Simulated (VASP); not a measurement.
A run of VASP 6.6.1:

Contents of INCAR:

```
SYSTEM = Si
PREC = Accurate
ENCUT = 500
EDIFF = 1E-6
ISMEAR = 0
SIGMA = 0.01
LREAL = .False.
LASPH = .True.
NELM = 120
ALGO = Normal
ISIF = 2
LWAVE = .False.
LCHARG = .False.
GGA = PS
NBANDS = 11
GGA_COMPAT = .False.
```

KPOINTS

```
Automatic mesh
0
Gamma
  4 4 4
  0 0 0
```

The input POSCAR:

```
Si
1.0
    0.0000000000      2.7167315353      2.7167315353
    2.7167315353      0.0000000000      2.7167315353
    2.7167315353      2.7167315353      0.0000000000
Si
2
Direct
    0.0000000000      0.0000000000      0.0000000000
    0.2500000000      0.2500000000      0.2500000000
```

Potentials or basis: VASP PAW PBE potentials, release 64 (Si).

The run is started by

```sh
$ cat potpaw_PBE.64/Si/POTCAR > POTCAR
$ mpirun -np 1 vasp_std > vasp.out
```

Hardware: 1 thread of AMD EPYC 7R13, with other jobs on the host.

Question: How long does it take, and how much memory?

Answer: Wall time 7 s on 1 thread of AMD EPYC 7R13, with other jobs on the host, peak memory 0.11 GiB. Counts: scf iterations 11, k points 8.
